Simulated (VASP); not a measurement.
Wanted: the native input for a VASP 6.6.1 run.

| Item | Value |
| --- | --- |
| Task | single point |
| Functional | PBE |
| Potentials or basis | VASP PAW PBE potentials, release 64 (Ga_d, Sb) |
| Cutoff | 520 eV |
| k mesh | 14 × 14 × 14 |
| Occupations | gaussian, width 0.1 eV |
| Spin | no spin polarisation |
| Dipole correction | no |
| Further INCAR settings | ALGO = Normal; EDIFF = 1e-06; NBANDS = 16 |

The structure of GaSb lies in POSCAR:

```
GaSb
1.0
    0.0000000000      2.5818274286      2.5818274286
    2.5818274286      0.0000000000      2.5818274286
    2.5818274286      2.5818274286      0.0000000000
Ga Sb
1 1
Direct
    0.0000000000      0.0000000000      0.0000000000
    0.7500000000      0.7500000000      0.7500000000
```

These files were run (other wordings do the same):

INCAR

```
SYSTEM = GaSb
PREC = Accurate ; ENCUT = 520
EDIFF = 1E-6 ; ISMEAR = 0
SIGMA = 0.1 ; LREAL = .FALSE.
LASPH = .TRUE. ; NELM = 80
ALGO = Normal ; ISIF = 2
LWAVE = .FALSE. ; LCHARG = .FALSE.
GGA = PE ; NBANDS = 16
```

KPOINTS

```
Automatic mesh
0
G
  14 14 14
  0 0 0
```

Potentials or basis: VASP PAW PBE potentials, release 64 (Ga_d, Sb).

Command:

```bash
$ cat potpaw_PBE.64/Ga_d/POTCAR potpaw_PBE.64/Sb/POTCAR > POTCAR
$ mpirun -np 1 vasp_std > vasp.out
```

Results of the run:

* Pressure: 90.0 GPa
* Band gap on the k mesh: zero (band 9 reaches 11.92 eV, above the bottom of band 10 at 11.49 eV)

Caveat: spin-orbit coupling is left out, which moves the levels of the heavy elements.

It took 33 s on 1 thread of Intel Xeon 6975P-C, with other jobs on the host, peak memory 0.2 GiB.
